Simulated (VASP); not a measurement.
# KBr (P6_3/mmc) in VASP: notebook

KBr is run at these levels: PBE, r2SCAN; tasks: single point.

All numbers are computed with VASP 6.6.1; they aren't measurements. Logs are shortened: lines on timing, memory, paths and dates and some standing lists are left out, and cuts for length are marked.

## (1) The cell of the first run

The structure is hexagonal, space group P6_3/mmc (No. 194). The conventional cell has a = 5.729 Å, b = 5.729 Å, c = 6.708 Å, α = 90.00°, β = 90.00°, γ = 120.00°. K (site symmetry -6m2) has 5 Br at 3.31 to 3.35 Å within 4.4 Å. Br (site symmetry -6m2) has 5 K at 3.31 to 3.35 Å within 4.4 Å.

## (2) Single point, PBE (47.67 Å³/atom)

INCAR reads:

```
SYSTEM = KBr
PREC = Accurate ; ENCUT = 520
EDIFF = 1E-6 ; ISMEAR = 0
SIGMA = 0.01 ; LREAL = .FALSE.
LASPH = .TRUE. ; NELM = 80
ALGO = Normal ; ISIF = 2
LWAVE = .FALSE. ; LCHARG = .FALSE.
GGA = PE ; NBANDS = 24
```

KPOINTS reads:

```
Automatic mesh
0
G
  6 6 4
  0 0 0
```

POSCAR reads:

```
KBr
1.0
    5.7292570897      0.0000000000      0.0000000000
   -2.8646285449      4.9616821845      0.0000000000
    0.0000000000      0.0000000000      6.7082252454
K Br
2 2
Direct
    0.3333333333      0.6666666667     -0.0624975190
    0.6666666667      0.3333333333      0.4375024810
    0.3333333333      0.6666666667      0.4374975190
    0.6666666667      0.3333333333      0.9374975190
```

Potentials or basis: VASP PAW PBE potentials, release 64 (K_sv, Br).

The run is started by

```sh
cat potpaw_PBE.64/K_sv/POTCAR potpaw_PBE.64/Br/POTCAR > POTCAR
mpirun -np 1 vasp_std > vasp.out
```

OUTCAR:

```text
SYSTEM = KBr
   PREC = Accurate
   ENCUT = 520
   EDIFF = 1E-6
   ISMEAR = 0
   LREAL = .FALSE.
   LASPH = .TRUE.
   NELM = 80
   ISIF = 2
   GGA = PE

 ion  position               nearest neighbor table
   1  0.333  0.667  0.938-
   2  0.667  0.333  0.438-
   3  0.333  0.667  0.437-
   4  0.667  0.333  0.937-

  LATTYP: Found a hexagonal cell.
 ALAT       =     5.7292570897
 C/A-ratio  =     1.1708717449

  Lattice vectors:

 A1 = (   5.7292570897,   0.0000000000,   0.0000000000)
 A2 = (  -2.8646285449,   4.9616821845,   0.0000000000)
 A3 = (   0.0000000000,   0.0000000000,   6.7082252454)

Analysis of symmetry for initial positions (statically):
=====================================================================
 Subroutine PRICEL returns:
 Original cell was already a primitive cell.

 Routine SETGRP: Setting up the symmetry group for a
 hexagonal supercell.

 Subroutine GETGRP returns: Found 24 space group operations
 (whereof  6 operations were pure point group operations)
 out of a pool of 24 trial point group operations.

The static configuration has the point symmetry C_3v.
 The point group associated with its full space group is D_6h.

Analysis of symmetry for dynamics (positions and initial velocities):
=====================================================================
 Subroutine PRICEL returns:
 Original cell was already a primitive cell.

 Routine SETGRP: Setting up the symmetry group for a
 hexagonal supercell.

 Subroutine GETGRP returns: Found 24 space group operations
 (whereof  6 operations were pure point group operations)
 out of a pool of 24 trial point group operations.

The dynamic configuration has the point symmetry C_3v.
 The point group associated with its full space group is D_6h.

 Subroutine INISYM returns: Found 24 space group operations
 (whereof  6 operations are pure point group operations),
 and found     1 'primitive' translations

----------------------------------------------------------------------------------------

                                     Primitive cell

  volume of cell :     190.6931

  direct lattice vectors                    reciprocal lattice vectors
     5.729257090  0.000000000  0.000000000     0.174542700  0.100772275  0.000000000
    -2.864628545  4.961682184  0.000000000     0.000000000  0.201544549  0.000000000
     0.000000000  0.000000000  6.708225245     0.000000000  0.000000000  0.149070725

  length of vectors
     5.729257090  5.729257090  6.708225245     0.201544549  0.201544549  0.149070725

  position of ions in fractional coordinates (direct lattice)
     0.333333333  0.666666667  0.937502481
     0.666666667  0.333333333  0.437502481
     0.333333333  0.666666667  0.437497519
     0.666666667  0.333333333  0.937497519

  ion indices of the primitive-cell ions
   primitive index   ion index
                 1           1
                 2           2
                 3           3
                 4           4

----------------------------------------------------------------------------------------

 KPOINTS: Automatic mesh

Automatic generation of k-mesh.
 Grid dimensions read from file:
 generate k-points for:    6    6    4

 Generating k-lattice:

  Cartesian coordinates                     Fractional coordinates (reciprocal lattice)
     0.029090450  0.016795379  0.000000000     0.166666667  0.000000000  0.000000000
     0.000000000  0.033590758  0.000000000     0.000000000  0.166666667  0.000000000
     0.000000000  0.000000000  0.037267681     0.000000000  0.000000000  0.250000000

  Length of vectors
     0.033590758  0.033590758  0.037267681

  Shift w.r.t. Gamma in fractional coordinates (k-lattice)
     0.000000000  0.000000000  0.000000000

 Subroutine IBZKPT returns following result:
 ===========================================

 Found     21 irreducible k-points:

 Following reciprocal coordinates:
            Coordinates               Weight
  0.000000  0.000000  0.000000      1.000000
  0.166667 -0.000000  0.000000      6.000000
  0.333333 -0.000000  0.000000      6.000000
  0.500000 -0.000000  0.000000      3.000000
  0.166667  0.166667  0.000000      6.000000
  0.333333  0.166667  0.000000     12.000000
[... 13 lines left out ...]
  0.333333  0.166667  0.500000     12.000000
  0.333333  0.333333  0.500000      2.000000
   k-points           NKPTS =     21   k-points in BZ     NKDIM =     21   number of bands    NBANDS=     24
   number of dos      NEDOS =    301   number of ions     NIONS =      4
   total plane-waves  NPLWV = 115200
   dimension x,y,z NGX =    48 NGY =   48 NGZ =   50
   dimension x,y,z NGXF=    96 NGYF=   96 NGZF=  100
   ions per type =               2   2
   NGX,Y,Z   is equivalent  to a cutoff of  13.93, 13.93, 12.39 a.u.
   NGXF,Y,Z  is equivalent  to a cutoff of  27.86, 27.86, 24.78 a.u.
 SYSTEM =  KBr
   PREC   = accura    normal or accurate (medium, high low for compatibility)
   ISTART =      0    job   : 0-new  1-cont  2-samecut
   ICHARG =      2    charge: 1-file 2-atom 10-const
   ISPIN  =      1    spin polarized calculation?
   LNONCOLLINEAR =      F non collinear calculations
   LSORBIT =      F    spin-orbit coupling
   LASPH  =      T    aspherical Exc in radial PAW
   ENCUT  =  520.0 eV  38.22 Ry    6.18 a.u.  10.65 10.65 12.47*2*pi/ulx,y,z
   NELM   =     80;   NELMIN=  2; NELMDL= -5     # of ELM steps
   EDIFF  = 0.1E-05   stopping-criterion for ELM
   LREAL  =      F    real-space projection
   EDIFFG = 0.1E-04   stopping-criterion for IOM
   NSW    =      0    number of steps for IOM
   IBRION =     -1    ionic relax: 0-MD 1-quasi-New 2-CG
   NFREE  =      0    steps in history (QN), initial steepest desc. (CG)
   ISIF   =      2    stress and relaxation
   ISYM   =      2    0-nonsym 1-usesym 2-fastsym
   POTIM  = 0.5000    time-step for ionic-motion
   TEBEG  =    0.0;   TEEND  =   0.0 temperature during run
   PSTRESS=    0.0 pullay stress
   NELECT =      32.0000    total number of electrons
   NUPDOWN=      -1.0000    fix difference up-down
   EMIN   =  10.00;   EMAX   =-10.00  energy-range for DOS
   EFERMI =   0.00;   METHOD = LEGACY
   ISMEAR =     0;   SIGMA  =   0.01  broadening in eV -4-tet -1-fermi 0-gaus
   EFERMI_NEDOS =   21; number of points for ismear=-14 and -15
   IALGO  =     38    algorithm
   IMIX   =      4    mixing-type and parameters
     AMIX     =   0.40;   BMIX     =  1.00
     AMIX_MAG =   1.60;   BMIX_MAG =  1.00
  volume/ion in A,a.u.               =      47.67       321.72
  Fermi-wavevector in a.u.,A,eV,Ry     =   0.902984  1.706392 11.093910  0.815379
  Thomas-Fermi vector in A             =   2.026254
   LORBIT       =      0    0 simple, 1 ext, 2 COOP (PROOUT), +10 PAW based schemes
   GGA     = PE    functional components
   LHFCALC =     F    Hartree Fock is set to
   AEXX    =    0.0000 exact exchange contribution
   IVDW    =     0    specifies the selected vdW correction
   LEPSILON=     F    determine dielectric tensor
   LRPA    =     F    only Hartree local field effects (RPA)
 non-spin polarized calculation
 Gauss-broadening in eV      SIGMA  =   0.01
  energy-cutoff  :      520.00
  volume of cell :      190.69
 maximum number of plane-waves:      5161
 NGX is ok and might be reduce to    48
   NGX = 21   NGY = 21   NGZ = 25

 number of electron      32.0000003 magnetization

 Free energy of the ion-electron system (eV)
  ---------------------------------------------------
  ext. energy  EPLUGINS =         0.00000000
  ---------------------------------------------------
  free energy    TOTEN  =       -12.27972666 eV

  energy without entropy =      -12.27972666  energy(sigma->0) =      -12.27972666

 E-fermi :  -2.6339     XC(G=0):  -6.1399

 val. band max:       -2.7246275241   @ k =   0.0000   0.0000   0.0000
 cond. band min:       1.3684019589   @ k =   0.0000   0.0000   0.0000
 fundamental gap:      4.0930294830
 Fermi energy:        -2.6338896737

 k-point     1 :       0.0000    0.0000    0.0000
  band No.  band energies     occupation
      1     -30.7797      2.00000
      2     -30.7751      2.00000
      3     -14.8835      2.00000
      4     -14.8141      2.00000
      5     -14.3022      2.00000
      6     -14.2918      2.00000
[... 16 lines left out ...]
     23       5.3944      0.00000
     24       5.9027      0.00000

 k-point     2 :       0.1667   -0.0000    0.0000
  band No.  band energies     occupation
      1     -30.7793      2.00000
      2     -30.7753      2.00000
      3     -14.9171      2.00000
      4     -14.8617      2.00000
      5     -14.2984      2.00000
      6     -14.2937      2.00000
[... 16 lines left out ...]
     23       5.5448      0.00000
     24       5.6785      0.00000

 k-point     3 :       0.3333   -0.0000    0.0000
  band No.  band energies     occupation
      1     -30.7785      2.00000
      2     -30.7759      2.00000
      3     -14.9723      2.00000
      4     -14.9411      2.00000
      5     -14.2973      2.00000
      6     -14.2889      2.00000
[... 16 lines left out ...]
     23       5.5520      0.00000
     24       5.7703      0.00000

 k-point     4 :       0.5000   -0.0000    0.0000
  band No.  band energies     occupation
      1     -30.7779      2.00000
      2     -30.7763      2.00000
      3     -14.9936      2.00000
      4     -14.9780      2.00000
      5     -14.2990      2.00000
      6     -14.2815      2.00000
[... 16 lines left out ...]
     23       5.6072      0.00000
     24       6.0151      0.00000

 k-point     5 :       0.1667    0.1667    0.0000
  band No.  band energies     occupation
      1     -30.7787      2.00000
      2     -30.7757      2.00000
      3     -14.9599      2.00000
      4     -14.9224      2.00000
      5     -14.2973      2.00000
      6     -14.2917      2.00000
[... 370 lines left out ...]
 k-point    19 :       0.1667    0.1667    0.5000
  band No.  band energies     occupation
      1     -30.7772      2.00000
      2     -30.7772      2.00000
      3     -15.0330      2.00000
      4     -15.0330      2.00000
      5     -14.2830      2.00000
      6     -14.2830      2.00000
[... 16 lines left out ...]
     23       5.8749      0.00000
     24       5.8749      0.00000

 k-point    20 :       0.3333    0.1667    0.5000
  band No.  band energies     occupation
      1     -30.7771      2.00000
      2     -30.7771      2.00000
      3     -15.0694      2.00000
      4     -15.0694      2.00000
      5     -14.2854      2.00000
      6     -14.2854      2.00000
[... 16 lines left out ...]
     23       5.6544      0.00000
     24       5.6544      0.00000

 k-point    21 :       0.3333    0.3333    0.5000
  band No.  band energies     occupation
      1     -30.7770      2.00000
      2     -30.7770      2.00000
      3     -15.0806      2.00000
      4     -15.0806      2.00000
      5     -14.2874      2.00000
      6     -14.2874      2.00000
[... 16 lines left out ...]
     23       5.5774      0.00000
     24       5.5774      0.00000

------------------------ aborting loop because EDIFF is reached ----------------------------------------

  FORCE on cell =-STRESS in cart. coord.  units (eV):
  Direction    XX          YY          ZZ          XY          YZ          ZX
  --------------------------------------------------------------------------------------
  -------------------------------------------------------------------------------------
  Total       -0.2920644     -0.2920644     -0.3676997      0.0000000     -0.0000000      0.0000000
  in kB       -2.4538860     -2.4538860     -3.0893634      0.0000000     -0.0000000      0.0000000
  external PRESSURE =      -2.6657118 kB  Pullay stress =       0.0000000 kB

 VOLUME and BASIS-vectors are now :
 -----------------------------------------------------------------------------
  energy-cutoff  :      520.00
  volume of cell :      190.69
      direct lattice vectors                 reciprocal lattice vectors
     5.729257090  0.000000000  0.000000000     0.174542700  0.100772275  0.000000000
    -2.864628545  4.961682184  0.000000000     0.000000000  0.201544549  0.000000000
     0.000000000  0.000000000  6.708225245     0.000000000  0.000000000  0.149070725

 POSITION                                       TOTAL-FORCE (eV/Angst)
 -----------------------------------------------------------------------------------
     -0.00000      3.30779      6.28898        -0.000000     -0.000000     -0.000000
      2.86463      1.65389      2.93487         0.000000      0.000000     -0.000000
     -0.00000      3.30779      2.93483         0.000000     -0.000000     -0.000000
      2.86463      1.65389      6.28894        -0.000000      0.000000      0.000000
 -----------------------------------------------------------------------------------
    total drift:                               -0.000000      0.000000      0.043771

  FREE ENERGIE OF THE ION-ELECTRON SYSTEM (eV)
  ---------------------------------------------------
  free  energy   TOTEN  =       -12.2797266587 eV

  energy  without entropy=      -12.2797266587  energy(sigma->0) =      -12.27972666
```

Wall time 77 s (1 thread of Intel Xeon Platinum 8124M at 3.00GHz (Skylake/Cascade Lake), shared host); peak memory 0.35 GiB.

Results:

| Quantity | Value |
| --- | --- |
| Free energy | -12.2797 eV |
| Pressure | -0.3 GPa |
| Band gap on the k mesh | 4.09 eV |

Caveat: the structure was generated, so it needn't be the stable form of KBr.

## (3) Single point, PBE (49.06 Å³/atom)

This run uses another cell than the first one, of 49.06 Å³/atom.

INCAR reads:

```
SYSTEM = KBr
ALGO     = Normal         ! electronic algorithm
EDIFF    = 1E-7           ! SCF threshold, eV
ENCUT    = 520            ! plane-wave cutoff, eV
GGA      = PE             ! functional
ISIF     = 2              ! what is computed and relaxed
ISMEAR   = 0              ! smearing method
LASPH    = .True.         ! aspherical terms in the spheres
LCHARG   = .False.        ! write CHGCAR
LREAL    = .False.        ! projectors in reciprocal space
LWAVE    = .False.        ! write WAVECAR
NBANDS   = 24             ! bands
NELM     = 100            ! most SCF steps
PREC     = Accurate       ! precision mode
SIGMA    = 0.01           ! smearing width, eV
```

KPOINTS reads:

```
k-points
0
Gamma
  6 6 4
  0 0 0
```

POSCAR reads:

```
KBr
1.0
    5.7843494799      0.0000000000      0.0000000000
   -2.8921747399      5.0093935939      0.0000000000
    0.0000000000      0.0000000000      6.7727313684
K Br
2 2
Direct
    0.3333333333      0.6666666667     -0.0624975190
    0.6666666667      0.3333333333      0.4375024810
    0.3333333333      0.6666666667      0.4374975190
    0.6666666667      0.3333333333      0.9374975190
```

Potentials or basis: VASP PAW PBE potentials, release 64 (K_sv, Br).

The run is started by

```sh
cat potpaw_PBE.64/K_sv/POTCAR potpaw_PBE.64/Br/POTCAR > POTCAR
mpirun -np 1 vasp_std > vasp.out
```

Run time: 86 s. Hardware: 1 thread of Intel Xeon Platinum 8124M at 3.00GHz (Skylake/Cascade Lake), shared host; peak memory 0.36 GiB.

The run converged. Its results:

```yaml
Free_energy: -12.2665 eV
Pressure: -0.5 GPa
Band_gap_on_the_k_mesh: 4.05 eV
```

Stress tensor (GPa, compression positive):
```
-0.48  0.00  0.00
 0.00 -0.48  0.00
 0.00  0.00 -0.59
```

Levels at points of the mesh, in eV from the valence-band top:
```tsv
k point	band 13	band 14	band 15	band 16	band 17	band 18	band 19	band 20
(0.00, 0.00, 0.00)	-0.40	-0.22	-0.22	0.00	4.05	6.78	7.40	7.40
(0.50, 0.00, 0.00)	-0.41	-0.39	-0.22	-0.12	5.93	6.08	6.66	6.84
(0.00, 0.00, 0.50)	-0.33	-0.33	-0.33	-0.33	5.27	5.27	8.22	8.22
(0.50, 0.00, 0.50)	-0.30	-0.30	-0.22	-0.22	6.16	6.16	7.48	7.48
```

Caveat: the structure was generated, so it needn't be the stable form of KBr.

## (4) Single point, r2SCAN (42.11 Å³/atom)

This run uses another cell than the first one, of 42.11 Å³/atom.

POSCAR reads:

```
KBr
1.0
    5.5038843580      0.0000000000      0.0000000000
   -2.7519421790      4.7665036736      0.0000000000
    0.0000000000      0.0000000000      6.4200409249
K Br
2 2
Direct
    0.3333333333      0.6666666667     -0.0625000000
    0.6666666667      0.3333333333      0.4375000000
    0.3333333333      0.6666666667      0.4375000000
    0.6666666667      0.3333333333      0.9375000000
```

INCAR.step1 reads:

```
SYSTEM = KBr
  PREC = Accurate
  ENCUT = 520
  ISMEAR = 0
  SIGMA = 0.01
  LREAL = .False.
  LASPH = .True.
  NELM = 60
  NBANDS = 24
  GGA = PE
  ALGO = Normal
  EDIFF = 1E-4
  LWAVE = .True.
  LCHARG = .False.
```

INCAR.step2 reads:

```
SYSTEM = KBr
  PREC = Accurate
  ENCUT = 520
  EDIFF = 1E-6
  ISMEAR = 0
  SIGMA = 0.01
  LREAL = .False.
  LASPH = .True.
  NELM = 60
  ALGO = Normal
  ISIF = 2
  LWAVE = .False.
  LCHARG = .False.
  METAGGA = R2SCAN
  LMIXTAU = .True.
  NBANDS = 24
  ISTART = 1
```

KPOINTS reads:

```
regular mesh
0
Gamma
  6 6 4
  0 0 0
```

The run is started by

```sh
cat potpaw_PBE.64/K_sv/POTCAR potpaw_PBE.64/Br/POTCAR > POTCAR
cp INCAR.step1 INCAR
mpirun -np 1 vasp_std > vasp.out
cp INCAR.step2 INCAR
mpirun -np 1 vasp_std > vasp.out
```

Run time: 4.4 min. Hardware: 1 thread of Intel Xeon Platinum 8124M at 3.00GHz (Skylake/Cascade Lake), shared host; peak memory 0.34 GiB.

The run converged. Its results:

* Free energy: -46.1985 eV
* Pressure: 0.9 GPa
* Band gap on the k mesh: 4.84 eV

Stress tensor (GPa, compression positive):
```
0.82 0.00 0.00
0.00 0.82 0.00
0.00 0.00 1.02
```

Levels at points of the mesh, in eV from the valence-band top:
| k point | band 14 | band 15 | band 16 | band 17 | band 18 | band 19 |
| --- | --- | --- | --- | --- | --- | --- |
| (0.00, 0.00, 0.00) | -0.34 | -0.34 | 0.00 | 4.84 | 8.00 | 8.08 |
| (0.50, 0.00, 0.00) | -0.51 | -0.28 | -0.18 | 6.48 | 7.21 | 7.42 |
| (0.00, 0.00, 0.50) | -0.46 | -0.46 | -0.46 | 6.14 | 6.14 | 9.19 |
| (0.50, 0.00, 0.50) | -0.40 | -0.32 | -0.32 | 6.80 | 6.80 | 8.87 |

Caveat: the structure was generated, so it needn't be the stable form of KBr; the PAW data sets were made with another functional, which shifts forces and pressure a little. A k mesh can miss the band edges.

## (5) The runs side by side

```csv
level,cell,gap on the mesh (eV),pressure (GPa)
PBE,"a = 5.729, b = 5.729, c = 6.708 Å, angles 90.0, 90.0, 120.0°, 4 atoms",4.09,-0.3
PBE,"a = 5.784, b = 5.784, c = 6.773 Å, angles 90.0, 90.0, 120.0°, 4 atoms",4.05,-0.5
r2SCAN,"a = 5.504, b = 5.504, c = 6.420 Å, angles 90.0, 90.0, 120.0°, 4 atoms",4.84,0.9
```

Alike in all rows: task single point; potentials or basis VASP PAW PBE potentials, release 64 (K_sv, Br); no spin polarisation; k mesh 6 × 6 × 4; cutoff (eV) 520; smearing gaussian 0.01 eV.

Caveats: the structure was generated, so it needn't be the stable form of KBr; the PAW data sets were made with another functional, which shifts forces and pressure a little (at least some runs).

Total energies depend on the potentials used, so only differences within one code and one set of settings carry meaning.
